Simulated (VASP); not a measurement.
# B (P6_3/mmc) in VASP: further runs

B is run at these levels: PBEsol; tasks: single point.

Program: VASP 6.6.1. These are calculated values, not measurements. Logs are shortened: lines on timing, memory, paths and dates and some standing lists are left out, and cuts for length are marked.

### Step 1. The cell of the first run

Symmetry: P6_3/mmc, No. 194, hexagonal system. Conventional cell: a = 2.530 Å, b = 2.530 Å, c = 2.917 Å, α = 90.00°, β = 90.00°, γ = 120.00°. B (site symmetry -6m2) has 5 B at 1.46 Å within 1.9 Å. B (site symmetry -6m2) has 3 B at 1.46 Å within 1.9 Å.

### Step 2. Single point, PBEsol

File INCAR:

```
ALGO = Normal ; EDIFF = 1E-6
ENCUT = 500 ; GGA = PS
GGA_COMPAT = F ; ISIF = 2
ISMEAR = -1 ; LASPH = T
LCHARG = F ; LREAL = F
LWAVE = F ; NBANDS = 14
NELM = 120 ; PREC = Accurate
SIGMA = 0.08
```

File KPOINTS:

```
k-points
0
Gamma
  16 16 6
```

File POSCAR:

```
B
1.0
    2.5297146418      0.0000000000      0.0000000000
   -1.2648573208      2.1907971441      0.0000000000
    0.0000000000      0.0000000000      2.9169513666
B
4
Direct
    0.0000000000      0.0000000000      0.2500000000
    0.0000000000      0.0000000000      0.7500000000
    0.3333333333      0.6666666667      0.2500000000
    0.6666666667      0.3333333333      0.7500000000
```

Potentials or basis: VASP PAW PBE potentials, release 64 (B).

The run is started by

```bash
$ cat potpaw_PBE.64/B/POTCAR > POTCAR
$ mpirun -np 1 vasp_std > vasp.out
```

OUTCAR:

```text
EDIFF = 1E-6
   ENCUT = 500
   GGA = PS
   ISIF = 2
   ISMEAR = -1
   LASPH = T
   LREAL = F
   NELM = 120
   PREC = Accurate

 ion  position               nearest neighbor table
   1  0.000  0.000  0.250-   2 1.46   2 1.46   3 1.46   3 1.46   3 1.46   4 2.06   4 2.06   4 2.06
                             4 2.06   4 2.06   4 2.06
   2  0.000  0.000  0.750-   1 1.46   1 1.46   4 1.46   4 1.46   4 1.46   3 2.06   3 2.06   3 2.06
                             3 2.06   3 2.06   3 2.06
   3  0.333  0.667  0.250-   1 1.46   1 1.46   1 1.46   2 2.06   2 2.06   4 2.06   4 2.06   4 2.06
                             4 2.06   2 2.06   2 2.06   2 2.06   2 2.06   4 2.06   4 2.06
   4  0.667  0.333  0.750-   2 1.46   2 1.46   2 1.46   1 2.06   1 2.06   3 2.06   3 2.06   3 2.06
                             3 2.06   1 2.06   1 2.06   1 2.06   1 2.06   3 2.06   3 2.06

  LATTYP: Found a hexagonal cell.
 ALAT       =     2.5297146418
 C/A-ratio  =     1.1530752593

  Lattice vectors:

 A1 = (   2.5297146418,   0.0000000000,   0.0000000000)
 A2 = (  -1.2648573208,   2.1907971441,   0.0000000000)
 A3 = (   0.0000000000,   0.0000000000,   2.9169513666)

Analysis of symmetry for initial positions (statically):
=====================================================================
 Subroutine PRICEL returns:
 Original cell was already a primitive cell.

 Routine SETGRP: Setting up the symmetry group for a
 hexagonal supercell.

 Subroutine GETGRP returns: Found 24 space group operations
 (whereof 12 operations were pure point group operations)
 out of a pool of 24 trial point group operations.

The static configuration has the point symmetry D_3d.
 The point group associated with its full space group is D_6h.

Analysis of symmetry for dynamics (positions and initial velocities):
=====================================================================
 Subroutine PRICEL returns:
 Original cell was already a primitive cell.

 Routine SETGRP: Setting up the symmetry group for a
 hexagonal supercell.

 Subroutine GETGRP returns: Found 24 space group operations
 (whereof 12 operations were pure point group operations)
 out of a pool of 24 trial point group operations.

The dynamic configuration has the point symmetry D_3d.
 The point group associated with its full space group is D_6h.

 Subroutine INISYM returns: Found 24 space group operations
 (whereof 12 operations are pure point group operations),
 and found     1 'primitive' translations

----------------------------------------------------------------------------------------

                                     Primitive cell

  volume of cell :      16.1660

  direct lattice vectors                    reciprocal lattice vectors
     2.529714642  0.000000000  0.000000000     0.395301503  0.228227429  0.000000000
    -1.264857321  2.190797144  0.000000000     0.000000000  0.456454858  0.000000000
     0.000000000  0.000000000  2.916951367     0.000000000  0.000000000  0.342823679

  length of vectors
     2.529714642  2.529714642  2.916951367     0.456454858  0.456454858  0.342823679

  position of ions in fractional coordinates (direct lattice)
     0.000000000  0.000000000  0.250000000
     0.000000000  0.000000000  0.750000000
     0.333333333  0.666666667  0.250000000
     0.666666667  0.333333333  0.750000000

  ion indices of the primitive-cell ions
   primitive index   ion index
                 1           1
                 2           2
                 3           3
                 4           4

----------------------------------------------------------------------------------------

 KPOINTS: k-points

Automatic generation of k-mesh.
 Grid dimensions read from file:
 generate k-points for:   16   16    6

 Generating k-lattice:

  Cartesian coordinates                     Fractional coordinates (reciprocal lattice)
     0.024706344  0.014264214  0.000000000     0.062500000  0.000000000  0.000000000
     0.000000000  0.028528429  0.000000000     0.000000000  0.062500000  0.000000000
     0.000000000  0.000000000  0.057137280     0.000000000  0.000000000  0.166666667

  Length of vectors
     0.028528429  0.028528429  0.057137280

  Shift w.r.t. Gamma in fractional coordinates (k-lattice)
     0.000000000  0.000000000  0.000000000

 Subroutine IBZKPT returns following result:
 ===========================================

 Found    120 irreducible k-points:

 Following reciprocal coordinates:
            Coordinates               Weight
  0.000000  0.000000  0.000000      1.000000
  0.062500  0.000000  0.000000      6.000000
  0.125000  0.000000  0.000000      6.000000
  0.187500  0.000000  0.000000      6.000000
  0.250000  0.000000  0.000000      6.000000
  0.312500 -0.000000  0.000000      6.000000
[... 16 lines left out ...]
  0.187500  0.187500  0.000000      6.000000
  0.250000  0.187500  0.000000     12.000000
 [... further k-points ...]
   k-points           NKPTS =    120   k-points in BZ     NKDIM =    120   number of bands    NBANDS=     14
   number of dos      NEDOS =    301   number of ions     NIONS =      4
   total plane-waves  NPLWV =   7776
   dimension x,y,z NGX =    18 NGY =   18 NGZ =   24
   dimension x,y,z NGXF=    36 NGYF=   36 NGZF=   48
   ions per type =               4
   NGX,Y,Z   is equivalent  to a cutoff of  11.83, 11.83, 13.68 a.u.
   NGXF,Y,Z  is equivalent  to a cutoff of  23.66, 23.66, 27.36 a.u.
 SYSTEM =  unknown system
   PREC   = accura    normal or accurate (medium, high low for compatibility)
   ISTART =      0    job   : 0-new  1-cont  2-samecut
   ICHARG =      2    charge: 1-file 2-atom 10-const
   ISPIN  =      1    spin polarized calculation?
   LNONCOLLINEAR =      F non collinear calculations
   LSORBIT =      F    spin-orbit coupling
   LASPH  =      T    aspherical Exc in radial PAW
   ENCUT  =  500.0 eV  36.75 Ry    6.06 a.u.   4.61  4.61  5.32*2*pi/ulx,y,z
   NELM   =    120;   NELMIN=  2; NELMDL= -5     # of ELM steps
   EDIFF  = 0.1E-05   stopping-criterion for ELM
   LREAL  =      F    real-space projection
   EDIFFG = 0.1E-04   stopping-criterion for IOM
   NSW    =      0    number of steps for IOM
   IBRION =     -1    ionic relax: 0-MD 1-quasi-New 2-CG
   NFREE  =      0    steps in history (QN), initial steepest desc. (CG)
   ISIF   =      2    stress and relaxation
   ISYM   =      2    0-nonsym 1-usesym 2-fastsym
   POTIM  = 0.5000    time-step for ionic-motion
   TEBEG  =    0.0;   TEEND  =   0.0 temperature during run
   PSTRESS=    0.0 pullay stress
   NELECT =      12.0000    total number of electrons
   NUPDOWN=      -1.0000    fix difference up-down
   EMIN   =  10.00;   EMAX   =-10.00  energy-range for DOS
   EFERMI =   0.00;   METHOD = LEGACY
   ISMEAR =    -1;   SIGMA  =   0.08  broadening in eV -4-tet -1-fermi 0-gaus
   EFERMI_NEDOS =   21; number of points for ismear=-14 and -15
   IALGO  =     38    algorithm
   IMIX   =      4    mixing-type and parameters
     AMIX     =   0.40;   BMIX     =  1.00
     AMIX_MAG =   1.60;   BMIX_MAG =  1.00
  volume/ion in A,a.u.               =       4.04        27.27
  Fermi-wavevector in a.u.,A,eV,Ry     =   1.482294  2.801129 29.894650  2.197195
  Thomas-Fermi vector in A             =   2.596098
   LORBIT       =      0    0 simple, 1 ext, 2 COOP (PROOUT), +10 PAW based schemes
   GGA     = PS    functional components
   LHFCALC =     F    Hartree Fock is set to
   AEXX    =    0.0000 exact exchange contribution
   IVDW    =     0    specifies the selected vdW correction
   LEPSILON=     F    determine dielectric tensor
   LRPA    =     F    only Hartree local field effects (RPA)
 non-spin polarized calculation
  energy-cutoff  :      500.00
  volume of cell :       16.17
 maximum number of plane-waves:       422
   NGX =  9   NGY =  9   NGZ = 11

 number of electron      12.0000000 magnetization

 Free energy of the ion-electron system (eV)
  ---------------------------------------------------
  ext. energy  EPLUGINS =         0.00000000
  ---------------------------------------------------
  free energy    TOTEN  =       -15.49641900 eV

  energy without entropy =      -15.48109292  energy(sigma->0) =      -15.48875596

 E-fermi :  14.5066     XC(G=0): -14.5198

 val. band max:       14.5006685557   @ k =   0.3125   0.1875   0.0000
 cond. band min:      14.5604080100   @ k =   0.3750   0.0000   0.1667
 fundamental gap:      0.0597394543
 Fermi energy:        14.5066060291

 k-point     1 :       0.0000    0.0000    0.0000
  band No.  band energies     occupation
      1      -8.3125      2.00000
      2       0.9727      2.00000
      3       9.8517      2.00000
      4       9.8517      2.00000
      5      10.2316      2.00000
      6      13.5348      1.99999
      7      13.5348      1.99999
      8      22.1033      0.00000
      9      24.2321      0.00000
     10      24.2321      0.00000
     11      25.5463      0.00000
     12      26.6047      0.00000
     13      27.3015      0.00000
     14      28.0588      0.00000

 k-point     2 :       0.0625    0.0000    0.0000
  band No.  band energies     occupation
      1      -8.2248      2.00000
      2       1.0800      2.00000
      3       9.1486      2.00000
      4       9.3455      2.00000
      5      10.2736      2.00000
      6      13.8743      1.99926
      7      14.0751      1.99095
      8      21.7132      0.00000
      9      23.5066      0.00000
     10      23.9712      0.00000
     11      25.6451      0.00000
     12      26.2203      0.00000
     13      27.9041      0.00000
     14      28.7093      0.00000
[... 343 lines left out ...]
      1      -5.9523      2.00000
      2       3.1300      2.00000
      3       3.4389      2.00000
      4       3.7327      2.00000
      5      11.5347      2.00000
      6      15.4990      0.00001
      7      15.6713      0.00000
      8      15.7505      0.00000
      9      19.5449      0.00000
     10      21.1415      0.00000
     11      22.4847      0.00000
     12      33.3404      0.00000
     13      35.5878      0.00000
     14      35.6675      0.00000

 k-point    24 :       0.2500    0.1875    0.0000
  band No.  band energies     occupation
      1      -5.0844      2.00000
      2       1.5903      2.00000
      3       2.7460      2.00000
      4       4.6386      2.00000
      5      11.9480      2.00000
      6      14.4285      1.45266
      7      15.0267      0.00300
      8      15.5881      0.00000
      9      18.2441      0.00000
     10      20.9535      0.00000
     11      23.9078      0.00000
     12      35.0797      0.00000
     13      35.9368      0.00000
     14      36.6550      0.00000

 [... further k-points ...]
[... 5 lines left out ...]
  --------------------------------------------------------------------------------------
  -------------------------------------------------------------------------------------
  Total       32.5171622     32.5171622     32.4305063      0.0000000      0.0000000      0.0000000
  in kB     3222.7033553   3222.7033552   3214.1150758      0.0000001      0.0000000      0.0000000
  external PRESSURE =    3219.8405954 kB  Pullay stress =       0.0000000 kB

 VOLUME and BASIS-vectors are now :
 -----------------------------------------------------------------------------
  energy-cutoff  :      500.00
  volume of cell :       16.17
      direct lattice vectors                 reciprocal lattice vectors
     2.529714642  0.000000000  0.000000000     0.395301503  0.228227429  0.000000000
    -1.264857321  2.190797144  0.000000000     0.000000000  0.456454858  0.000000000
     0.000000000  0.000000000  2.916951367     0.000000000  0.000000000  0.342823679

 POSITION                                       TOTAL-FORCE (eV/Angst)
 -----------------------------------------------------------------------------------
      0.00000      0.00000      0.72924         0.000000     -0.000000     -0.000000
      0.00000      0.00000      2.18771         0.000000      0.000000     -0.000000
     -0.00000      1.46053      0.72924         0.000000      0.000000      0.000000
      1.26486      0.73027      2.18771        -0.000000     -0.000000     -0.000000
 -----------------------------------------------------------------------------------
    total drift:                               -0.000000      0.000000      0.000000

  FREE ENERGIE OF THE ION-ELECTRON SYSTEM (eV)
  ---------------------------------------------------
  free  energy   TOTEN  =       -15.4964189961 eV

  energy  without entropy=      -15.4810929198  energy(sigma->0) =      -15.48875596
```

It took 16 s on 1 thread of Intel Xeon 6975P-C, shared host; peak memory 0.13 GiB.

What came out:

```yaml
Free_energy: -15.4964 eV
Pressure: 322.0 GPa
Band_gap_on_the_k_mesh: zero (band 6 reaches 15.50 eV, above the bottom of band 7 at 13.53 eV)
```

Stress tensor (GPa, compression positive):
```
322.27   0.00   0.00
  0.00 322.27   0.00
  0.00   0.00 321.41
```

Levels at points of the mesh, in eV from the Fermi level:
```
           k point  band 3  band 4  band 5  band 6  band 7  band 8  band 9  band 10
(0.00, 0.00, 0.00)   -4.65   -4.65   -4.28   -0.97   -0.97    7.60    9.73     9.73
(0.50, 0.00, 0.00)   -9.79   -8.65   -3.18   -1.97   -0.39    1.30    1.98     6.44
(0.00, 0.00, 0.50)   -1.78   -1.78   -1.78   -1.78    6.44    6.44    6.69     6.69
(0.50, 0.00, 0.50)  -12.89  -12.89   -5.93   -5.93    2.99    2.99    9.11     9.11
```

Caveat: the PAW data sets were made with another functional, which shifts forces and pressure a little.

### Step 3. Single point, PBEsol

This run uses another cell than the first one: it holds 2 atoms, not 4.

File INCAR:

```
PREC = Accurate ; ENCUT = 500
EDIFF = 1E-6 ; ISMEAR = -1
SIGMA = 0.08 ; LREAL = False
LASPH = True ; NELM = 120
ALGO = Normal ; ISIF = 2
LWAVE = False ; LCHARG = False
GGA = PS ; NBANDS = 10
GGA_COMPAT = False
```

File KPOINTS:

```
Automatic mesh
0
Gamma
  24 24 13
```

File POSCAR:

```
B
1.0
    1.6647145096      0.0000000000      0.0000000000
   -0.8323572548      1.4416850554      0.0000000000
    0.0000000000      0.0000000000      3.0026003224
B
2
Direct
    0.3333333333      0.6666666667      0.2500000000
    0.6666666667      0.3333333333      0.7500000000
```

Potentials or basis: VASP PAW PBE potentials, release 64 (B).

The run is started by

```bash
$ cat potpaw_PBE.64/B/POTCAR > POTCAR
$ mpirun -np 1 vasp_std > vasp.out
```

Wall time 12 s (1 thread of Intel Xeon 6975P-C, shared host); peak memory 0.13 GiB.

It converged, with:

- Free energy: -8.0522 eV
- Pressure: 321.8 GPa
- Band gap on the k mesh: zero (band 3 reaches 22.63 eV, above the bottom of band 4 at 11.89 eV)

Stress tensor (GPa, compression positive):
```
322.03   0.00   0.00
  0.00 322.03   0.00
  0.00   0.00 321.24
```

Levels at points of the mesh, in eV from the Fermi level:
| k point | band 1 | band 2 | band 3 | band 4 | band 5 | band 6 | band 7 | band 8 |
| --- | --- | --- | --- | --- | --- | --- | --- | --- |
| (0.00, 0.00, 0.00) | -25.60 | -16.29 | -8.47 | 20.09 | 23.05 | 23.05 | 26.40 | 26.40 |
| (0.50, 0.00, 0.00) | -14.70 | -11.44 | -1.20 | 2.08 | 3.50 | 8.78 | 11.71 | 20.22 |

Caveat: the PAW data sets were made with another functional, which shifts forces and pressure a little.
